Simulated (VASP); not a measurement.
# ZnS (F-43m) in VASP: a series of runs, part 2 of 2

VASP 6.6.1.

## Step 4: Relaxation of cell and atoms, PBEsol

This run uses another cell than the first one, of 20.16 Å³/atom, 1.031 times its volume.

INCAR

```
  PREC = Accurate
  ENCUT = 600
  EDIFF = 1E-6
  ISMEAR = -1
  SIGMA = 0.02
  LREAL = False
  LASPH = True
  NELM = 60
  ALGO = Normal
  ISIF = 3
  LWAVE = False
  LCHARG = False
  GGA = PS
  IBRION = 2
  NSW = 80
  EDIFFG = -0.005
```

KPOINTS

```
Automatic mesh
0
Gamma
  8 8 8
```

POSCAR

```
ZnS
1.0
    0.0000000000      2.7214990586      2.7214990586
    2.7214990586      0.0000000000      2.7214990586
    2.7214990586      2.7214990586      0.0000000000
Zn S
1 1
Direct
    0.2500000000      0.2500000000      0.2500000000
    0.0000000000      0.0000000000      0.0000000000
```

Potentials or basis: VASP PAW PBE potentials, release 64 (Zn, S).

The run is started by

```sh
$ cat potpaw_PBE.64/Zn/POTCAR potpaw_PBE.64/S/POTCAR > POTCAR
$ mpirun -np 1 vasp_std > vasp.out
```

OUTCAR:

```text
PREC = Accurate
   ENCUT = 600
   EDIFF = 1E-6
   ISMEAR = -1
   LREAL = False
   LASPH = True
   NELM = 60
   ISIF = 3
   GGA = PS
   IBRION = 2
   NSW = 80
   EDIFFG = -0.005

 ion  position               nearest neighbor table
   1  0.250  0.250  0.250-   2 2.36   2 2.36   2 2.36   2 2.36
   2  0.000  0.000  0.000-   1 2.36   1 2.36   1 2.36   1 2.36

  LATTYP: Found a face centered cubic cell.
 ALAT       =     5.4429981172

  Lattice vectors:

 A1 = (   0.0000000000,   2.7214990586,   2.7214990586)
 A2 = (   2.7214990586,   0.0000000000,   2.7214990586)
 A3 = (   2.7214990586,   2.7214990586,   0.0000000000)

Analysis of symmetry for initial positions (statically):
=====================================================================
 Subroutine PRICEL returns:
 Original cell was already a primitive cell.

 Routine SETGRP: Setting up the symmetry group for a
 face centered cubic supercell.

 Subroutine GETGRP returns: Found 24 space group operations
 (whereof 24 operations were pure point group operations)
 out of a pool of 48 trial point group operations.

The static configuration has the point symmetry T_d .

Analysis of symmetry for dynamics (positions and initial velocities):
=====================================================================
 Subroutine PRICEL returns:
 Original cell was already a primitive cell.

 Routine SETGRP: Setting up the symmetry group for a
 face centered cubic supercell.

 Subroutine GETGRP returns: Found 24 space group operations
 (whereof 24 operations were pure point group operations)
 out of a pool of 48 trial point group operations.

The dynamic configuration has the point symmetry T_d .

 Subroutine INISYM returns: Found 24 space group operations
 (whereof 24 operations are pure point group operations),
 and found     1 'primitive' translations

----------------------------------------------------------------------------------------

                                     Primitive cell

  volume of cell :      40.3139

[... 122 lines left out ...]
  volume of cell :       40.31
 maximum number of plane-waves:      1365
   NGX = 15   NGY = 15   NGZ = 15

--------------------------------------- Ionic step        1  -------------------------------------------

 number of electron      18.0000009 magnetization

 Free energy of the ion-electron system (eV)
  ---------------------------------------------------
  ext. energy  EPLUGINS =         0.00000000
  ---------------------------------------------------
  free energy    TOTEN  =        -7.57023501 eV

  energy without entropy =       -7.57023501  energy(sigma->0) =       -7.57023501

------------------------ aborting loop because EDIFF is reached ----------------------------------------

  FORCE on cell =-STRESS in cart. coord.  units (eV):
  Direction    XX          YY          ZZ          XY          YZ          ZX
  --------------------------------------------------------------------------------------
  -------------------------------------------------------------------------------------
  Total       -0.7981023     -0.7981023     -0.7981023      0.0000000      0.0000000      0.0000000
  in kB      -31.7186421    -31.7186421    -31.7186421      0.0000000      0.0000000      0.0000000
  external PRESSURE =     -31.7186421 kB  Pullay stress =       0.0000000 kB
[... 23 lines left out ...]
--------------------------------------- Ionic step        2  -------------------------------------------

 number of electron      17.9999988 magnetization

 E-fermi :   2.7509     XC(G=0): -10.0230

 val. band max:        2.3634154247   @ k =   0.0000   0.0000   0.0000
 cond. band min:       4.5016877736   @ k =   0.0000   0.0000   0.0000
 fundamental gap:      2.1382723489
 Fermi energy:         2.7509368938

 k-point     1 :       0.0000    0.0000    0.0000
  band No.  band energies     occupation
      1     -11.0562      2.00000
      2      -4.1658      2.00000
      3      -4.1658      2.00000
      4      -4.1658      2.00000
      5      -3.6223      2.00000
      6      -3.6223      2.00000
      7       2.3634      2.00000
      8       2.3634      2.00000
      9       2.3634      2.00000
     10       4.5017      0.00000
     11       8.6433      0.00000
     12       8.6433      0.00000
     13       8.6433      0.00000
[... 475 lines left out ...]
--------------------------------------- Ionic step        5  -------------------------------------------

 number of electron      17.9999989 magnetization

 Free energy of the ion-electron system (eV)
  ---------------------------------------------------
  ext. energy  EPLUGINS =         0.00000000
  ---------------------------------------------------
  free energy    TOTEN  =        -7.58915989 eV

  energy without entropy =       -7.58915989  energy(sigma->0) =       -7.58915989

 E-fermi :   2.6141     XC(G=0):  -9.9585

 val. band max:        2.2313627202   @ k =   0.0000   0.0000   0.0000
 cond. band min:       4.3098449969   @ k =   0.0000   0.0000   0.0000
 fundamental gap:      2.0784822767
 Fermi energy:         2.6141252577

 k-point     1 :       0.0000    0.0000    0.0000
  band No.  band energies     occupation
      1     -11.0882      2.00000
      2      -4.2372      2.00000
      3      -4.2372      2.00000
      4      -4.2372      2.00000
      5      -3.7103      2.00000
      6      -3.7103      2.00000
      7       2.2314      2.00000
      8       2.2314      2.00000
      9       2.2314      2.00000
     10       4.3098      0.00000
     11       8.5226      0.00000
     12       8.5226      0.00000
     13       8.5226      0.00000
[... 397 lines left out ...]
  FREE ENERGIE OF THE ION-ELECTRON SYSTEM (eV)
  ---------------------------------------------------
  free  energy   TOTEN  =        -7.5891598884 eV

  energy  without entropy=       -7.5891598884  energy(sigma->0) =       -7.58915989

 reached required accuracy - stopping structural energy minimisation
```

OSZICAR:

```text
N       E                     dE             d eps       ncg     rms          rms(c)
DAV:   1     0.840630808765E+02    0.84063E+02   -0.94062E+03   754   0.175E+03
DAV:   2    -0.180888293192E+01   -0.85872E+02   -0.81662E+02   797   0.300E+02
DAV:   3    -0.789091776150E+01   -0.60820E+01   -0.60427E+01   954   0.742E+01
[... 38 lines left out ...]
DAV:   2    -0.758924813289E+01    0.57672E-03   -0.20625E-03   899   0.146E+00    0.714E-02
DAV:   3    -0.758918032955E+01    0.67803E-04   -0.79047E-05   789   0.971E-02    0.325E-02
DAV:   4    -0.758916312507E+01    0.17204E-04   -0.94774E-06   892   0.521E-02    0.152E-02
DAV:   5    -0.758915988908E+01    0.32360E-05   -0.14964E-06   438   0.335E-02    0.291E-03
DAV:   6    -0.758915988843E+01    0.64711E-09   -0.18981E-06   555   0.169E-02
   5 F= -.75891599E+01 E0= -.75891599E+01  d E =-.169778E-05
```

It took 65 s on 1 thread of Intel Xeon Platinum 8259CL at 2.50GHz (Skylake/Cascade Lake), shared host; peak memory 0.19 GiB.

Results:

```yaml
Free_energy: -7.5892 eV
Relaxed_volume: 19.28 Å³/atom
Relaxed_cell: a = 3.792 Å, b = 3.792 Å, c = 3.792 Å, α = 60.00°, β = 60.00°, γ = 60.00°
Space_group_after_relaxing_to_0.05_Å: F-43m (No. 216)
Energy_gained_by_relaxing: 9.5 meV/atom
Ionic_steps: 5
Pressure_after_relaxing: 0.0 GPa
Band_gap_on_the_k_mesh: 2.08 eV, direct
```

The path:
```tsv
step	energy change (eV)	largest force (eV/Å)	pressure (GPa)	volume (Å³)
1	0.0000	0.0000	-3.17	40.31
2	-0.0174	0.0000	1.12	38.03
3	-0.0189	0.0000	-0.09	38.52
4	-0.0189	0.0000	0.11	38.48
5	-0.0189	0.0000	-0.04	38.55
```

Final structure:
```xyz
2
Lattice="0.0000 2.6813 2.6813 2.6813 0.0000 2.6813 2.6813 2.6813 0.0000" Properties=species:S:1:pos:R:3 pbc="T T T"
Zn    1.3406    1.3406    1.3406
S     0.0000    0.0000    0.0000
```

Caveat: the PAW data sets were made with another functional, which shifts forces and pressure a little. PBEsol gaps usually lie below the measured ones, often by a third to a half.

## Step 5: Relaxation of cell and atoms, LDA

This run uses another cell than the first one, of 20.16 Å³/atom, 1.031 times its volume.

INCAR

```
ALGO     = Normal         # electronic algorithm
EDIFF    = 1E-6           # SCF threshold, eV
EDIFFG   = -0.005         # ionic threshold
ENCUT    = 600            # plane-wave cutoff, eV
GGA      = CA             # functional
IBRION   = 2              # ionic algorithm
ISIF     = 3              # what is computed and relaxed
ISMEAR   = -1             # smearing method
LASPH    = True           # aspherical terms in the spheres
LCHARG   = False          # write CHGCAR
LREAL    = False          # projectors in reciprocal space
LWAVE    = False          # write WAVECAR
NELM     = 80             # most SCF steps
NSW      = 80             # ionic steps
PREC     = Accurate       # precision mode
SIGMA    = 0.02           # smearing width, eV
```

KPOINTS

```
k-points
0
Gamma
  8 8 8
```

POSCAR is that of step 4.

Potentials or basis: VASP PAW LDA potentials, release 64 (Zn, S).

The run is started by

```sh
$ cat potpaw_LDA.64/Zn/POTCAR potpaw_LDA.64/S/POTCAR > POTCAR
$ mpirun -np 1 vasp_std > vasp.out
```

Wall time 37 s (1 thread of Intel Xeon Platinum 8259CL at 2.50GHz (Skylake/Cascade Lake), shared host); peak memory 0.16 GiB.

It converged, with:

```yaml
Free_energy: -8.2085 eV
Relaxed_volume: 18.62 Å³/atom
Relaxed_cell: a = 3.748 Å, b = 3.748 Å, c = 3.748 Å, α = 60.00°, β = 60.00°, γ = 60.00°
Space_group_after_relaxing_to_0.05_Å: F-43m (No. 216)
Energy_gained_by_relaxing: 29.2 meV/atom
Ionic_steps: 3
Pressure_after_relaxing: 0.0 GPa
Band_gap_on_the_k_mesh: 2.15 eV, direct
```

The path:
```
step  energy change (eV)  largest force (eV/Å)  pressure (GPa)  volume (Å³)
   1              0.0000                0.0000           -5.64        40.31
   2             -0.0517                0.0000            2.29        36.31
   3             -0.0585                0.0000            0.04        37.24
```

Final structure:
```cif
data_structure
_symmetry_space_group_name_H-M 'P 1'
_symmetry_Int_Tables_number 1
_cell_length_a 3.7484
_cell_length_b 3.7484
_cell_length_c 3.7484
_cell_angle_alpha 60.000
_cell_angle_beta 60.000
_cell_angle_gamma 60.000
_cell_volume 37.24
loop_
_atom_site_label
_atom_site_type_symbol
_atom_site_fract_x
_atom_site_fract_y
_atom_site_fract_z
_atom_site_occupancy
Zn1 Zn 0.25000 0.25000 0.25000 1
S1 S 0.00000 0.00000 0.00000 1
```

Levels at points of the mesh, in eV from the valence-band top:
| k point | band 6 | band 7 | band 8 | band 9 | band 10 | band 11 | band 12 | band 13 |
| --- | --- | --- | --- | --- | --- | --- | --- | --- |
| (0.00, 0.00, 0.00) | -6.20 | 0.00 | 0.00 | 0.00 | 2.15 | 6.21 | 6.21 | 6.21 |
| (0.50, 0.00, 0.00) | -5.98 | -5.76 | -0.96 | -0.96 | 3.23 | 6.76 | 6.76 | 8.84 |
| (0.50, 0.50, 0.00) | -5.95 | -4.90 | -2.46 | -2.46 | 3.06 | 3.89 | 11.15 | 12.18 |

## Step 6: Overview

```csv
task,level,potentials or basis,cell,cutoff (eV),smearing,gap on the mesh (eV),pressure (GPa),relaxed volume (Å³/atom)
single point,PBE,"VASP PAW PBE potentials, release 64 (Zn, S)","a = 3.810 Å, angles 60.0°, 2 atoms",520,fermi-dirac 0.02 eV,2.15,2.5,-
single point,LDA,"VASP PAW LDA potentials, release 64 (Zn, S)","a = 3.810 Å, angles 60.0°, 2 atoms",520,gaussian 0.01 eV,1.93,-3.8,-
relaxation of cell and atoms,PBEsol,"VASP PAW PBE potentials, release 64 (Zn, S)","relaxed from a = 3.849 Å, angles 60.0°, 2 atoms",600,fermi-dirac 0.02 eV,2.08,0.0,19.28
relaxation of cell and atoms,LDA,"VASP PAW LDA potentials, release 64 (Zn, S)","relaxed from a = 3.849 Å, angles 60.0°, 2 atoms",600,fermi-dirac 0.02 eV,2.15,0.0,18.62
```

Alike in all rows: no spin polarisation; k mesh 8 × 8 × 8.

Caveats: the PAW data sets were made with another functional, which shifts forces and pressure a little (some runs).

Absolute energies hang on the potentials; compare differences alone.

## Step 7: Against experiment

Step 2. Measured gap of ZnS: 3.85 eV (direct; 19 K; quoted in “Electronic, vibrational, and thermodynamic properties of ZnS (zincblende and rocksalt structure)”, 2009, arxiv:0911.5022). This calculation gives 2.15 eV (-1.70 eV). The value is that of PBE, without temperature or zero-point motion. Semilocal functionals fall short of measured gaps as a rule.
